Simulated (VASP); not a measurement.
# Ca in VASP: single point with PBE

Aim: the single point of Ca with PBE.

Everything below comes from runs of VASP 6.6.1. Logs are shortened: lines on timing, memory, paths and dates and some standing lists are left out, and cuts for length are marked.

### 1 The cell of the first run

The cell holds a sublattice, 1 atom: a = 5.917 Å, b = 5.917 Å, c = 5.917 Å, α = 60.00°, β = 60.00°, γ = 60.00°.

### 2 Single point, PBE

INCAR

```
  ALGO = Normal
  EDIFF = 1E-7
  ENCUT = 520
  GGA = PE
  ISIF = 2
  ISMEAR = 0
  LASPH = T
  LCHARG = F
  LREAL = F
  LWAVE = F
  NBANDS = 11
  NELM = 60
  PREC = Accurate
  SIGMA = 0.1
```

KPOINTS

```
k-points
0
Gamma
  6 6 6
```

POSCAR

```
Ca
1.0
    0.0000000000      4.1840599300      4.1840599300
    4.1840599300      0.0000000000      4.1840599300
    4.1840599300      4.1840599300      0.0000000000
Ca
1
Direct
    0.7500000000      0.7500000000      0.7500000000
```

Potentials or basis: VASP PAW PBE potentials, release 64 (Ca_sv).

Command:

```bash
$ cat potpaw_PBE.64/Ca_sv/POTCAR > POTCAR
$ mpirun -np 1 vasp_std > vasp.out
```

OUTCAR:

```text
EDIFF = 1E-7
   ENCUT = 520
   GGA = PE
   ISIF = 2
   ISMEAR = 0
   LASPH = T
   LREAL = F
   NELM = 60
   PREC = Accurate

 ion  position               nearest neighbor table
   1  0.750  0.750  0.750-

  LATTYP: Found a face centered cubic cell.
 ALAT       =     8.3681198600

  Lattice vectors:

 A1 = (   0.0000000000,   4.1840599300,   4.1840599300)
 A2 = (   4.1840599300,   0.0000000000,   4.1840599300)
 A3 = (   4.1840599300,   4.1840599300,   0.0000000000)

Analysis of symmetry for initial positions (statically):
=====================================================================
 Subroutine PRICEL returns:
 Original cell was already a primitive cell.

 Routine SETGRP: Setting up the symmetry group for a
 face centered cubic supercell.

 Subroutine GETGRP returns: Found 48 space group operations
 (whereof 24 operations were pure point group operations)
 out of a pool of 48 trial point group operations.

The static configuration has the point symmetry T_d .
 The point group associated with its full space group is O_h .

Analysis of symmetry for dynamics (positions and initial velocities):
=====================================================================
 Subroutine PRICEL returns:
 Original cell was already a primitive cell.

 Routine SETGRP: Setting up the symmetry group for a
 face centered cubic supercell.

 Subroutine GETGRP returns: Found 48 space group operations
 (whereof 24 operations were pure point group operations)
 out of a pool of 48 trial point group operations.

The dynamic configuration has the point symmetry T_d .
 The point group associated with its full space group is O_h .

 Subroutine INISYM returns: Found 48 space group operations
 (whereof 24 operations are pure point group operations),
 and found     1 'primitive' translations

----------------------------------------------------------------------------------------

                                     Primitive cell

  volume of cell :     146.4953

  direct lattice vectors                    reciprocal lattice vectors
     0.000000000  4.184059930  4.184059930    -0.119501156  0.119501156  0.119501156
     4.184059930  0.000000000  4.184059930     0.119501156 -0.119501156  0.119501156
     4.184059930  4.184059930  0.000000000     0.119501156  0.119501156 -0.119501156

  length of vectors
     5.917154299  5.917154299  5.917154299     0.206982074  0.206982074  0.206982074

  position of ions in fractional coordinates (direct lattice)
     0.750000000  0.750000000  0.750000000

  ion indices of the primitive-cell ions
   primitive index   ion index
                 1           1

----------------------------------------------------------------------------------------

 KPOINTS: k-points

Automatic generation of k-mesh.
 Grid dimensions read from file:
 generate k-points for:    6    6    6

 Generating k-lattice:

  Cartesian coordinates                     Fractional coordinates (reciprocal lattice)
    -0.019916859  0.019916859  0.019916859     0.166666667  0.000000000  0.000000000
     0.019916859 -0.019916859  0.019916859     0.000000000  0.166666667  0.000000000
     0.019916859  0.019916859 -0.019916859     0.000000000  0.000000000  0.166666667

  Length of vectors
     0.034497012  0.034497012  0.034497012

  Shift w.r.t. Gamma in fractional coordinates (k-lattice)
     0.000000000  0.000000000  0.000000000

 Subroutine IBZKPT returns following result:
 ===========================================

 Found     16 irreducible k-points:

 Following reciprocal coordinates:
            Coordinates               Weight
  0.000000  0.000000  0.000000      1.000000
  0.166667  0.000000  0.000000      8.000000
  0.333333  0.000000  0.000000      8.000000
  0.500000  0.000000  0.000000      4.000000
  0.166667  0.166667  0.000000      6.000000
  0.333333  0.166667  0.000000     24.000000
[... 8 lines left out ...]
 -0.333333  0.333333  0.166667     24.000000
 -0.333333  0.500000  0.166667     12.000000
   k-points           NKPTS =     16   k-points in BZ     NKDIM =     16   number of bands    NBANDS=     11
   number of dos      NEDOS =    301   number of ions     NIONS =      1
   total plane-waves  NPLWV = 110592
   dimension x,y,z NGX =    48 NGY =   48 NGZ =   48
   dimension x,y,z NGXF=    96 NGYF=   96 NGZF=   96
   ions per type =               1
   NGX,Y,Z   is equivalent  to a cutoff of  13.49, 13.49, 13.49 a.u.
   NGXF,Y,Z  is equivalent  to a cutoff of  26.97, 26.97, 26.97 a.u.
 SYSTEM =  unknown system
   PREC   = accura    normal or accurate (medium, high low for compatibility)
   ISTART =      0    job   : 0-new  1-cont  2-samecut
   ICHARG =      2    charge: 1-file 2-atom 10-const
   ISPIN  =      1    spin polarized calculation?
   LNONCOLLINEAR =      F non collinear calculations
   LSORBIT =      F    spin-orbit coupling
   LASPH  =      T    aspherical Exc in radial PAW
   ENCUT  =  520.0 eV  38.22 Ry    6.18 a.u.  11.00 11.00 11.00*2*pi/ulx,y,z
   NELM   =     60;   NELMIN=  2; NELMDL= -5     # of ELM steps
   EDIFF  = 0.1E-06   stopping-criterion for ELM
   LREAL  =      F    real-space projection
   EDIFFG = 0.1E-05   stopping-criterion for IOM
   NSW    =      0    number of steps for IOM
   IBRION =     -1    ionic relax: 0-MD 1-quasi-New 2-CG
   NFREE  =      0    steps in history (QN), initial steepest desc. (CG)
   ISIF   =      2    stress and relaxation
   ISYM   =      2    0-nonsym 1-usesym 2-fastsym
   POTIM  = 0.5000    time-step for ionic-motion
   TEBEG  =    0.0;   TEEND  =   0.0 temperature during run
   PSTRESS=    0.0 pullay stress
   NELECT =      10.0000    total number of electrons
   NUPDOWN=      -1.0000    fix difference up-down
   EMIN   =  10.00;   EMAX   =-10.00  energy-range for DOS
   EFERMI =   0.00;   METHOD = LEGACY
   ISMEAR =     0;   SIGMA  =   0.10  broadening in eV -4-tet -1-fermi 0-gaus
   EFERMI_NEDOS =   21; number of points for ismear=-14 and -15
   IALGO  =     38    algorithm
   IMIX   =      4    mixing-type and parameters
     AMIX     =   0.40;   BMIX     =  1.00
     AMIX_MAG =   1.60;   BMIX_MAG =  1.00
  volume/ion in A,a.u.               =     146.50       988.60
  Fermi-wavevector in a.u.,A,eV,Ry     =   0.669063  1.264346  6.090582  0.447645
  Thomas-Fermi vector in A             =   1.744164
   LORBIT       =      0    0 simple, 1 ext, 2 COOP (PROOUT), +10 PAW based schemes
   GGA     = PE    functional components
   LHFCALC =     F    Hartree Fock is set to
   AEXX    =    0.0000 exact exchange contribution
   IVDW    =     0    specifies the selected vdW correction
   LEPSILON=     F    determine dielectric tensor
   LRPA    =     F    only Hartree local field effects (RPA)
 non-spin polarized calculation
 Gauss-broadening in eV      SIGMA  =   0.10
  energy-cutoff  :      520.00
  volume of cell :      146.50
 maximum number of plane-waves:      3984
 NGX is ok and might be reduce to    48
   NGX = 21   NGY = 21   NGZ = 21

 number of electron      10.0000001 magnetization

 Free energy of the ion-electron system (eV)
  ---------------------------------------------------
  ext. energy  EPLUGINS =         0.00000000
  ---------------------------------------------------
  free energy    TOTEN  =        -0.37990319 eV

  energy without entropy =       -0.37958633  energy(sigma->0) =       -0.37974476

 E-fermi :  -1.1395     XC(G=0):  -4.5987

 val. band max:       -1.3102251113   @ k =  -0.3333   0.5000   0.1667
 cond. band min:      -0.9992783102   @ k =   0.5000   0.0000   0.0000
 fundamental gap:      0.3109468011
 Fermi energy:        -1.1395487799

 k-point     1 :       0.0000    0.0000    0.0000
  band No.  band energies     occupation
      1     -45.3163      2.00000
      2     -26.2330      2.00000
      3     -26.2330      2.00000
      4     -26.2330      2.00000
      5      -3.1586      2.00000
      6      -0.1973      0.00000
      7      -0.1973      0.00000
      8      -0.1973      0.00000
      9      -0.0130      0.00000
     10      -0.0130      0.00000
     11       2.8210      0.00000

 k-point     2 :       0.1667    0.0000    0.0000
  band No.  band energies     occupation
      1     -45.3163      2.00000
      2     -26.2332      2.00000
      3     -26.2331      2.00000
      4     -26.2331      2.00000
      5      -2.9813      2.00000
      6      -0.2701      0.00000
      7      -0.1697      0.00000
      8      -0.1697      0.00000
      9      -0.0201      0.00000
     10      -0.0201      0.00000
     11       1.7157      0.00000

 k-point     3 :       0.3333    0.0000    0.0000
  band No.  band energies     occupation
      1     -45.3163      2.00000
      2     -26.2334      2.00000
      3     -26.2331      2.00000
      4     -26.2331      2.00000
      5      -2.4797      2.00000
      6      -0.5303      0.00000
      7      -0.1813      0.00000
      8      -0.1813      0.00000
      9       0.0495      0.00000
     10       0.0495      0.00000
     11       0.4143      0.00000

 k-point     4 :       0.5000    0.0000    0.0000
  band No.  band energies     occupation
      1     -45.3163      2.00000
      2     -26.2335      2.00000
      3     -26.2331      2.00000
      4     -26.2331      2.00000
      5      -1.9876      2.00000
      6      -0.9993      0.04729
      7      -0.2054      0.00000
      8      -0.2054      0.00000
      9       0.0081      0.00000
     10       0.1135      0.00000
     11       0.1135      0.00000
[... 127 lines left out ...]
 k-point    14 :       0.5000    0.3333    0.1667
  band No.  band energies     occupation
      1     -45.3163      2.00000
      2     -26.2334      2.00000
      3     -26.2333      2.00000
      4     -26.2332      2.00000
      5      -2.0370      2.00000
      6      -0.4944      0.00000
      7      -0.3624      0.00000
      8      -0.0741      0.00000
      9       0.0224      0.00000
     10       0.0392      0.00000
     11       0.3580      0.00000

 k-point    15 :      -0.3333    0.3333    0.1667
  band No.  band energies     occupation
      1     -45.3163      2.00000
      2     -26.2334      2.00000
      3     -26.2333      2.00000
      4     -26.2332      2.00000
      5      -1.5414      2.00000
      6      -0.7884      0.00000
      7      -0.4035      0.00000
      8      -0.3130      0.00000
      9      -0.0323      0.00000
     10       0.1147      0.00000
     11       0.3283      0.00000

 k-point    16 :      -0.3333    0.5000    0.1667
  band No.  band energies     occupation
      1     -45.3163      2.00000
      2     -26.2334      2.00000
      3     -26.2333      2.00000
      4     -26.2332      2.00000
      5      -1.3102      1.98421
      6      -0.6438      0.00000
      7      -0.5604      0.00000
      8      -0.4629      0.00000
      9       0.0547      0.00000
     10       0.1455      0.00000
     11       0.3056      0.00000

------------------------ aborting loop because EDIFF is reached ----------------------------------------

  FORCE on cell =-STRESS in cart. coord.  units (eV):
  Direction    XX          YY          ZZ          XY          YZ          ZX
  --------------------------------------------------------------------------------------
  -------------------------------------------------------------------------------------
  Total       -0.9668317     -0.9668317     -0.9668317      0.0000000      0.0000000     -0.0000000
  in kB      -10.5739626    -10.5739626    -10.5739626      0.0000000      0.0000000     -0.0000000
  external PRESSURE =     -10.5739626 kB  Pullay stress =       0.0000000 kB

 VOLUME and BASIS-vectors are now :
 -----------------------------------------------------------------------------
  energy-cutoff  :      520.00
  volume of cell :      146.50
      direct lattice vectors                 reciprocal lattice vectors
     0.000000000  4.184059930  4.184059930    -0.119501156  0.119501156  0.119501156
     4.184059930  0.000000000  4.184059930     0.119501156 -0.119501156  0.119501156
     4.184059930  4.184059930  0.000000000     0.119501156  0.119501156 -0.119501156

 POSITION                                       TOTAL-FORCE (eV/Angst)
 -----------------------------------------------------------------------------------
      6.27609      6.27609      6.27609         0.000000      0.000000     -0.000000
 -----------------------------------------------------------------------------------
    total drift:                               -0.000000     -0.000000      0.000000

  FREE ENERGIE OF THE ION-ELECTRON SYSTEM (eV)
  ---------------------------------------------------
  free  energy   TOTEN  =        -0.3799031943 eV

  energy  without entropy=       -0.3795863331  energy(sigma->0) =       -0.37974476
```

Run time: 32 s. Hardware: 1 thread of Intel Xeon Platinum 8488C (Sapphire Rapids), shared host; peak memory 0.29 GiB.

Results:

```
Free energy            : -0.3799 eV
Pressure               : -1.1 GPa
Band gap on the k mesh : 0.31 eV (least direct gap 0.67 eV)
```

Levels at points of the mesh, in eV from the valence-band top:
```tsv
k point	band 1	band 2	band 3	band 4	band 5	band 6	band 7	band 8	band 9	band 10
(0.00, 0.00, 0.00)	-44.01	-24.92	-24.92	-24.92	-1.85	1.11	1.11	1.11	1.30	1.30
(0.50, 0.00, 0.00)	-44.01	-24.92	-24.92	-24.92	-0.68	0.31	1.10	1.10	1.32	1.42
(0.50, 0.50, 0.00)	-44.01	-24.92	-24.92	-24.92	-0.15	0.62	0.79	1.13	1.42	1.46
```
